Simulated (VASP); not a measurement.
# GaS3 (P4/mmm) in VASP: further runs

GaS3 is run at these levels: PBE; tasks: single point, relaxation of cell and atoms.

Program: VASP 6.6.1. These are calculated values, not measurements. Logs are shortened: lines on timing, memory, paths and dates and some standing lists are left out, and cuts for length are marked.

## 1. The cell of the first run

The structure is tetragonal, space group P4/mmm (No. 123). The conventional cell has a = 4.543 Å, b = 4.543 Å, c = 3.227 Å, α = 90.00°, β = 90.00°, γ = 90.00°. Ga (site symmetry 4/mmm) has 12 S at 2.79 to 3.21 Å and 2 Ga at 3.23 Å within 3.7 Å. S (site symmetry mmm) has 4 Ga at 2.79 Å and 10 S at 2.79 to 3.23 Å within 3.7 Å. S (site symmetry 4/mmm) has 10 S at 2.79 to 3.23 Å and 4 Ga at 3.21 Å within 3.7 Å.

## 2. Single point, PBE

The input, INCAR:

```
ALGO     = Normal         # electronic algorithm
EDIFF    = 1E-6           # SCF threshold, eV
ENCUT    = 520            # plane-wave cutoff, eV
GGA      = PE             # functional
ISIF     = 2              # what is computed and relaxed
ISMEAR   = 0              # smearing method
LASPH    = T              # aspherical terms in the spheres
LCHARG   = T              # write CHGCAR
LELF     = T              # ELF
LREAL    = F              # projectors in reciprocal space
LVHAR    = T            
LWAVE    = F              # write WAVECAR
NBANDS   = 24             # bands
NELM     = 60             # most SCF steps
PREC     = Accurate       # precision mode
SIGMA    = 0.1            # smearing width, eV
```

The input, KPOINTS:

```
k-points
0
Gamma
  10 10 14
```

The input, POSCAR:

```
GaS3
1.0
    4.5432906025      0.0000000000      0.0000000000
    0.0000000000      4.5432906025      0.0000000000
    0.0000000000      0.0000000000      3.2271345552
Ga S
1 3
Direct
    0.0000000000      0.0000000000      0.0000000000
    0.0000000000      0.5000000000      0.5000000000
    0.5000000000      0.0000000000      0.5000000000
    0.5000000000      0.5000000000      0.0000000000
```

Potentials or basis: VASP PAW PBE potentials, release 64 (Ga_d, S).

On the command line:

```sh
$ cat potpaw_PBE.64/Ga_d/POTCAR potpaw_PBE.64/S/POTCAR > POTCAR
$ mpirun -np 1 vasp_std > vasp.out
```

OUTCAR:

```text
EDIFF = 1E-6
   ENCUT = 520
   GGA = PE
   ISIF = 2
   ISMEAR = 0
   LASPH = T
   LREAL = F
   NELM = 60
   PREC = Accurate

 ion  position               nearest neighbor table
   1  0.000  0.000  0.000-   2 2.79   3 2.79   2 2.79   3 2.79   2 2.79   2 2.79   3 2.79   3 2.79

   2  0.000  0.500  0.500-   1 2.79   4 2.79   1 2.79   4 2.79   1 2.79   1 2.79   4 2.79   4 2.79

   3  0.500  0.000  0.500-   1 2.79   4 2.79   1 2.79   4 2.79   4 2.79   4 2.79   1 2.79   1 2.79

   4  0.500  0.500  0.000-   2 2.79   3 2.79   2 2.79   3 2.79   3 2.79   3 2.79   2 2.79   2 2.79

  LATTYP: Found a simple tetragonal cell.
 ALAT       =     4.5432906025
 C/A-ratio  =     0.7103077565

  Lattice vectors:

 A1 = (   4.5432906025,   0.0000000000,   0.0000000000)
 A2 = (   0.0000000000,   4.5432906025,   0.0000000000)
 A3 = (   0.0000000000,   0.0000000000,   3.2271345552)

Analysis of symmetry for initial positions (statically):
=====================================================================
 Subroutine PRICEL returns:
 Original cell was already a primitive cell.

 Routine SETGRP: Setting up the symmetry group for a
 simple tetragonal supercell.

 Subroutine GETGRP returns: Found 16 space group operations
 (whereof 16 operations were pure point group operations)
 out of a pool of 16 trial point group operations.

The static configuration has the point symmetry D_4h.

Analysis of symmetry for dynamics (positions and initial velocities):
=====================================================================
 Subroutine PRICEL returns:
 Original cell was already a primitive cell.

 Routine SETGRP: Setting up the symmetry group for a
 simple tetragonal supercell.

 Subroutine GETGRP returns: Found 16 space group operations
 (whereof 16 operations were pure point group operations)
 out of a pool of 16 trial point group operations.

The dynamic configuration has the point symmetry D_4h.

 Subroutine INISYM returns: Found 16 space group operations
 (whereof 16 operations are pure point group operations),
 and found     1 'primitive' translations

----------------------------------------------------------------------------------------

                                     Primitive cell

  volume of cell :      66.6129

  direct lattice vectors                    reciprocal lattice vectors
     4.543290602  0.000000000  0.000000000     0.220104785  0.000000000  0.000000000
     0.000000000  4.543290602  0.000000000     0.000000000  0.220104785  0.000000000
     0.000000000  0.000000000  3.227134555     0.000000000  0.000000000  0.309872422

  length of vectors
     4.543290602  4.543290602  3.227134555     0.220104785  0.220104785  0.309872422

  position of ions in fractional coordinates (direct lattice)
     0.000000000  0.000000000  0.000000000
     0.000000000  0.500000000  0.500000000
     0.500000000  0.000000000  0.500000000
     0.500000000  0.500000000  0.000000000

  ion indices of the primitive-cell ions
   primitive index   ion index
                 1           1
                 2           2
                 3           3
                 4           4

----------------------------------------------------------------------------------------

 KPOINTS: k-points

Automatic generation of k-mesh.
 Grid dimensions read from file:
 generate k-points for:   10   10   14

 Generating k-lattice:

  Cartesian coordinates                     Fractional coordinates (reciprocal lattice)
     0.022010478  0.000000000  0.000000000     0.100000000  0.000000000  0.000000000
     0.000000000  0.022010478  0.000000000     0.000000000  0.100000000  0.000000000
     0.000000000  0.000000000  0.022133744     0.000000000  0.000000000  0.071428571

  Length of vectors
     0.022010478  0.022010478  0.022133744

  Shift w.r.t. Gamma in fractional coordinates (k-lattice)
     0.000000000  0.000000000  0.000000000

 Subroutine IBZKPT returns following result:
 ===========================================

 Found    168 irreducible k-points:

 Following reciprocal coordinates:
            Coordinates               Weight
  0.000000  0.000000  0.000000      1.000000
  0.100000  0.000000  0.000000      4.000000
  0.200000  0.000000  0.000000      4.000000
  0.300000  0.000000  0.000000      4.000000
  0.400000  0.000000  0.000000      4.000000
  0.500000  0.000000  0.000000      2.000000
[... 16 lines left out ...]
  0.100000  0.000000  0.071429      8.000000
  0.200000  0.000000  0.071429      8.000000
 [... further k-points ...]
   k-points           NKPTS =    168   k-points in BZ     NKDIM =    168   number of bands    NBANDS=     24
   number of dos      NEDOS =    301   number of ions     NIONS =      4
   total plane-waves  NPLWV =  31104
   dimension x,y,z NGX =    36 NGY =   36 NGZ =   24
   dimension x,y,z NGXF=    72 NGYF=   72 NGZF=   48
   ions per type =               1   3
   NGX,Y,Z   is equivalent  to a cutoff of  13.17, 13.17, 12.36 a.u.
   NGXF,Y,Z  is equivalent  to a cutoff of  26.35, 26.35, 24.73 a.u.
 SYSTEM =  unknown system
   PREC   = accura    normal or accurate (medium, high low for compatibility)
   ISTART =      0    job   : 0-new  1-cont  2-samecut
   ICHARG =      2    charge: 1-file 2-atom 10-const
   ISPIN  =      1    spin polarized calculation?
   LNONCOLLINEAR =      F non collinear calculations
   LSORBIT =      F    spin-orbit coupling
   LASPH  =      T    aspherical Exc in radial PAW
   ENCUT  =  520.0 eV  38.22 Ry    6.18 a.u.   8.45  8.45  6.00*2*pi/ulx,y,z
   NELM   =     60;   NELMIN=  2; NELMDL= -5     # of ELM steps
   EDIFF  = 0.1E-05   stopping-criterion for ELM
   LREAL  =      F    real-space projection
   EDIFFG = 0.1E-04   stopping-criterion for IOM
   NSW    =      0    number of steps for IOM
   IBRION =     -1    ionic relax: 0-MD 1-quasi-New 2-CG
   NFREE  =      0    steps in history (QN), initial steepest desc. (CG)
   ISIF   =      2    stress and relaxation
   ISYM   =      2    0-nonsym 1-usesym 2-fastsym
   POTIM  = 0.5000    time-step for ionic-motion
   TEBEG  =    0.0;   TEEND  =   0.0 temperature during run
   PSTRESS=    0.0 pullay stress
   NELECT =      31.0000    total number of electrons
   NUPDOWN=      -1.0000    fix difference up-down
   EMIN   =  10.00;   EMAX   =-10.00  energy-range for DOS
   EFERMI =   0.00;   METHOD = LEGACY
   ISMEAR =     0;   SIGMA  =   0.10  broadening in eV -4-tet -1-fermi 0-gaus
   EFERMI_NEDOS =   21; number of points for ismear=-14 and -15
   IALGO  =     38    algorithm
   IMIX   =      4    mixing-type and parameters
     AMIX     =   0.40;   BMIX     =  1.00
     AMIX_MAG =   1.60;   BMIX_MAG =  1.00
  volume/ion in A,a.u.               =      16.65       112.38
  Fermi-wavevector in a.u.,A,eV,Ry     =   1.268653  2.397406 21.898295  1.609479
  Thomas-Fermi vector in A             =   2.401736
   LORBIT       =      0    0 simple, 1 ext, 2 COOP (PROOUT), +10 PAW based schemes
   GGA     = PE    functional components
   LHFCALC =     F    Hartree Fock is set to
   AEXX    =    0.0000 exact exchange contribution
   IVDW    =     0    specifies the selected vdW correction
   LEPSILON=     F    determine dielectric tensor
   LRPA    =     F    only Hartree local field effects (RPA)
 non-spin polarized calculation
 Gauss-broadening in eV      SIGMA  =   0.10
  energy-cutoff  :      520.00
  volume of cell :       66.61
 maximum number of plane-waves:      1816
 NGX is ok and might be reduce to    36
   NGX = 17   NGY = 17   NGZ = 13

 number of electron      31.0000012 magnetization

 Free energy of the ion-electron system (eV)
  ---------------------------------------------------
  ext. energy  EPLUGINS =         0.00000000
  ---------------------------------------------------
  free energy    TOTEN  =       -13.02517002 eV

  energy without entropy =      -13.01771731  energy(sigma->0) =      -13.02144367

 E-fermi :   6.7846     XC(G=0): -11.0730

 val. band max:        6.7817635696   @ k =   0.4000   0.4000   0.0000
 cond. band min:       6.7885113679   @ k =   0.3000   0.3000   0.5000
 fundamental gap:      0.0067477983
 Fermi energy:         6.7846399414

 k-point     1 :       0.0000    0.0000    0.0000
  band No.  band energies     occupation
      1      -9.0364      2.00000
      2      -8.0168      2.00000
      3      -7.9737      2.00000
      4      -7.8919      2.00000
      5      -7.8819      2.00000
      6      -7.8819      2.00000
[... 16 lines left out ...]
     23      14.9432      0.00000
     24      15.7359      0.00000

 k-point     2 :       0.1000    0.0000    0.0000
  band No.  band energies     occupation
      1      -8.9824      2.00000
      2      -8.0137      2.00000
      3      -7.9734      2.00000
      4      -7.8926      2.00000
      5      -7.8824      2.00000
      6      -7.8819      2.00000
[... 16 lines left out ...]
     23      15.0948      0.00000
     24      15.4237      0.00000

 k-point     3 :       0.2000    0.0000    0.0000
  band No.  band energies     occupation
      1      -8.8245      2.00000
      2      -8.0059      2.00000
      3      -7.9727      2.00000
      4      -7.8944      2.00000
      5      -7.8836      2.00000
      6      -7.8818      2.00000
[... 16 lines left out ...]
     23      15.1265      0.00000
     24      15.3352      0.00000

 k-point     4 :       0.3000    0.0000    0.0000
  band No.  band energies     occupation
      1      -8.5779      2.00000
      2      -7.9974      2.00000
      3      -7.9717      2.00000
      4      -7.8967      2.00000
      5      -7.8852      2.00000
      6      -7.8818      2.00000
[... 16 lines left out ...]
     23      15.5346      0.00000
     24      15.5642      0.00000

 k-point     5 :       0.4000    0.0000    0.0000
  band No.  band energies     occupation
      1      -8.2904      2.00000
      2      -7.9953      2.00000
      3      -7.9709      2.00000
      4      -7.8985      2.00000
      5      -7.8864      2.00000
      6      -7.8817      2.00000
[... 451 lines left out ...]
 k-point    22 :       0.0000    0.0000    0.0714
  band No.  band energies     occupation
      1      -8.9778      2.00000
      2      -8.0115      2.00000
      3      -7.9672      2.00000
      4      -7.8915      2.00000
      5      -7.8857      2.00000
      6      -7.8857      2.00000
[... 16 lines left out ...]
     23      15.0003      0.00000
     24      15.1202      0.00000

 k-point    23 :       0.1000    0.0000    0.0714
  band No.  band energies     occupation
      1      -8.9243      2.00000
      2      -8.0086      2.00000
      3      -7.9670      2.00000
      4      -7.8922      2.00000
      5      -7.8859      2.00000
      6      -7.8856      2.00000
[... 16 lines left out ...]
     23      14.9816      0.00000
     24      15.3213      0.00000

 k-point    24 :       0.2000    0.0000    0.0714
  band No.  band energies     occupation
      1      -8.7678      2.00000
      2      -8.0014      2.00000
      3      -7.9663      2.00000
      4      -7.8940      2.00000
      5      -7.8863      2.00000
      6      -7.8855      2.00000
[... 16 lines left out ...]
     23      14.7898      0.00000
     24      15.6705      0.00000

 [... further k-points ...]
[... 5 lines left out ...]
  --------------------------------------------------------------------------------------
  -------------------------------------------------------------------------------------
  Total       -0.0274016     -0.0274016     -0.0242308      0.0000000      0.0000000      0.0000000
  in kB       -0.6590663     -0.6590663     -0.5827998      0.0000000      0.0000000      0.0000000
  external PRESSURE =      -0.6336442 kB  Pullay stress =       0.0000000 kB

 VOLUME and BASIS-vectors are now :
 -----------------------------------------------------------------------------
  energy-cutoff  :      520.00
  volume of cell :       66.61
      direct lattice vectors                 reciprocal lattice vectors
     4.543290602  0.000000000  0.000000000     0.220104785  0.000000000  0.000000000
     0.000000000  4.543290602  0.000000000     0.000000000  0.220104785  0.000000000
     0.000000000  0.000000000  3.227134555     0.000000000  0.000000000  0.309872422

 POSITION                                       TOTAL-FORCE (eV/Angst)
 -----------------------------------------------------------------------------------
      0.00000      0.00000      0.00000         0.000000      0.000000      0.000000
      0.00000      2.27165      1.61357         0.000000      0.000000      0.000000
      2.27165      0.00000      1.61357         0.000000      0.000000      0.000000
      2.27165      2.27165      0.00000         0.000000      0.000000      0.000000
 -----------------------------------------------------------------------------------
    total drift:                                0.000000      0.000000      0.000000

  FREE ENERGIE OF THE ION-ELECTRON SYSTEM (eV)
  ---------------------------------------------------
  free  energy   TOTEN  =       -13.0251700230 eV

  energy  without entropy=      -13.0177173132  energy(sigma->0) =      -13.02144367
```

It took 5.7 min on 1 thread of Intel Xeon 8259CL, shared host; peak memory 0.35 GiB.

What came out:

| Quantity | Value |
| --- | --- |
| Free energy | -13.0252 eV |
| Pressure | -0.1 GPa |
| Band gap on the k mesh | zero (an odd number of electrons rules out a gap without spin polarisation) |

Levels at points of the mesh, in eV from the Fermi level:
```
           k point  band 12  band 13  band 14  band 15  band 16  band 17  band 18  band 19
(0.00, 0.00, 0.00)    -2.88    -2.46    -2.46     0.01     1.49     2.40     2.40     4.64
(0.50, 0.00, 0.00)    -2.07    -1.55    -1.54    -0.97     1.15     1.30     2.44     3.32
(0.50, 0.50, 0.00)    -1.69    -0.96    -0.70    -0.67    -0.67    -0.52     2.62     4.08
(0.00, 0.00, 0.50)    -3.73    -3.26    -3.19    -3.19    -0.62    -0.62     1.31     1.61
(0.50, 0.00, 0.50)    -3.61    -2.79    -2.66    -2.42    -1.34     1.26     1.26     1.66
(0.50, 0.50, 0.50)    -5.80    -4.28    -0.01     0.11     1.12     1.12     2.09     6.69
```

## 3. Relaxation of cell and atoms, PBE

The input, INCAR:

```
PREC     = Accurate       # precision mode
ENCUT    = 600            # plane-wave cutoff, eV
EDIFF    = 1E-6           # SCF threshold, eV
ISMEAR   = 0              # smearing method
SIGMA    = 0.1            # smearing width, eV
LREAL    = F              # projectors in reciprocal space
LASPH    = T              # aspherical terms in the spheres
NELM     = 80             # most SCF steps
ALGO     = Normal         # electronic algorithm
ISIF     = 3              # what is computed and relaxed
LWAVE    = F              # write WAVECAR
LCHARG   = F              # write CHGCAR
GGA      = PE             # functional
IBRION   = 2              # ionic algorithm
NSW      = 100            # ionic steps
EDIFFG   = -0.01          # ionic threshold
```

The input, KPOINTS:

```
Automatic mesh
0
Gamma
  10 10 14
```

The input, POSCAR:

```
GaS3
1.0
    4.5421044831      0.0000000000      0.0000000000
    0.0000000000      4.5421044831      0.0000000000
    0.0000000000      0.0000000000      3.2316040008
Ga S
1 3
Direct
    0.0000000000      0.0000000000      0.0000000000
    0.0000000000      0.5000000000      0.5000000000
    0.5000000000      0.0000000000      0.5000000000
    0.5000000000      0.5000000000      0.0000000000
```

Potentials or basis: VASP PAW PBE potentials, release 64 (Ga_d, S).

On the command line:

```sh
$ cat potpaw_PBE.64/Ga_d/POTCAR potpaw_PBE.64/S/POTCAR > POTCAR
$ mpirun -np 1 vasp_std > vasp.out
```

It took 7.5 min on 1 thread of Intel Xeon 8259CL, shared host; peak memory 0.37 GiB.

It converged, with:

* Free energy: -13.0255 eV
* Relaxed volume: 16.64 Å³/atom
* Relaxed cell: a = 4.541 Å, b = 4.541 Å, c = 3.227 Å, α = 90.00°, β = 90.00°, γ = 90.00°
* Space group after relaxing (to 0.1 Å): P4/mmm (No. 123)
* Energy gained by relaxing: 0.0 meV/atom
* Ionic steps: 2
* Pressure after relaxing: 0.1 GPa
* Band gap on the k mesh: zero (an odd number of electrons rules out a gap without spin polarisation)

Final structure:
```cif
data_structure
_symmetry_space_group_name_H-M 'P 1'
_symmetry_Int_Tables_number 1
_cell_length_a 4.5414
_cell_length_b 4.5414
_cell_length_c 3.2274
_cell_angle_alpha 90.000
_cell_angle_beta 90.000
_cell_angle_gamma 90.000
_cell_volume 66.56
loop_
_atom_site_label
_atom_site_type_symbol
_atom_site_fract_x
_atom_site_fract_y
_atom_site_fract_z
_atom_site_occupancy
Ga1 Ga 0.00000 0.00000 0.00000 1
S1 S 0.00000 0.50000 0.50000 1
S2 S 0.50000 0.00000 0.50000 1
S3 S 0.50000 0.50000 0.00000 1
```

Levels at points of the mesh, in eV from the Fermi level:
| k point | band 11 | band 12 | band 13 | band 14 | band 15 | band 16 | band 17 | band 18 | band 19 |
| --- | --- | --- | --- | --- | --- | --- | --- | --- | --- |
| (0.00, 0.00, 0.00) | -3.49 | -2.89 | -2.46 | -2.46 | 0.01 | 1.48 | 2.40 | 2.40 | 4.64 |
| (0.50, 0.00, 0.00) | -4.30 | -2.08 | -1.55 | -1.54 | -0.98 | 1.15 | 1.30 | 2.44 | 3.31 |
| (0.50, 0.50, 0.00) | -1.69 | -1.69 | -0.97 | -0.69 | -0.67 | -0.67 | -0.52 | 2.62 | 4.09 |
| (0.00, 0.00, 0.50) | -3.77 | -3.73 | -3.26 | -3.19 | -3.19 | -0.62 | -0.62 | 1.32 | 1.62 |
| (0.50, 0.00, 0.50) | -4.16 | -3.61 | -2.79 | -2.66 | -2.42 | -1.34 | 1.26 | 1.27 | 1.65 |
| (0.50, 0.50, 0.50) | -6.49 | -5.80 | -4.29 | -0.01 | 0.11 | 1.12 | 1.12 | 2.10 | 6.70 |
